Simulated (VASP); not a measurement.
LiNbO3:

```
Li Nb O
1.0
     2.57708    1.48788    4.66257
    -2.57708    1.48788    4.66257
     0.00000   -2.97576    4.66257
Li Nb O
2 2 6
Direct
  0.70547 0.70547 0.70547
  0.20547 0.20547 0.20547
  0.98751 0.98751 0.98751
  0.48751 0.48751 0.48751
  0.88248 0.27009 0.62090
  0.62090 0.88248 0.27009
  0.27009 0.62090 0.88248
  0.77009 0.38248 0.12090
  0.38248 0.12090 0.77009
  0.12090 0.77009 0.38248
```

| Property | Result |
| --- | --- |
| Program | VASP 6.6.1 |
| Task | relaxation of cell and atoms |
| Functional | LDA |
| Potentials or basis | VASP PAW LDA potentials, release 64 (Li_sv, Nb_sv, O) |
| Cutoff | 600 eV |
| k mesh | 6 × 6 × 6 |
| Occupations | gaussian, width 0.1 eV |
| Spin | no spin polarisation |

At the start: pressure -11.1 GPa; volume 10.73 Å³/atom.

Q: How do energy, volume and symmetry change on relaxing?

A: Over 7 steps the energy falls by 21.9 meV/atom and the volume is 10.14 Å³/atom (-5.4 %); space group R3c (No. 161, to 0.1 Å) before and after.

The path:
```tsv
step	energy change (eV)	largest force (eV/Å)	pressure (GPa)	volume (Å³)
1	0.0000	0.5689	-11.10	107.27
2	0.2453	1.7275	19.05	96.14
3	-0.1910	0.4809	-0.77	102.61
4	-0.1911	0.4941	-0.54	102.52
5	-0.2179	0.1012	0.05	101.47
6	-0.2185	0.0503	0.21	101.28
7	-0.2191	0.0359	-0.32	101.45
```

Final structure:
```
Li Nb O
1.0
     2.53363    1.46279    4.56210
    -2.53363    1.46279    4.56210
     0.00000   -2.92559    4.56210
Li Nb O
2 2 6
Cartesian
  0.0000 0.0000 9.6539
  0.0000 0.0000 2.8107
  0.0000 0.0000 13.5401
  0.0000 0.0000 6.6970
  1.5462 -0.1330 8.0830
  -0.6579 1.4056 8.0830
  -0.8883 -1.2725 8.0830
  0.9874 1.3298 5.8019
  0.6579 -1.5200 5.8019
  -1.6453 0.1903 5.8019
```

Caveat: the cutoff is under 1.25 times the usual one of these potentials, so pressure, stress and relaxed cells hold a basis-set (Pulay) error; the relaxation stopped at a loose force limit of 0.05 eV/Å, so its end isn't a converged minimum.
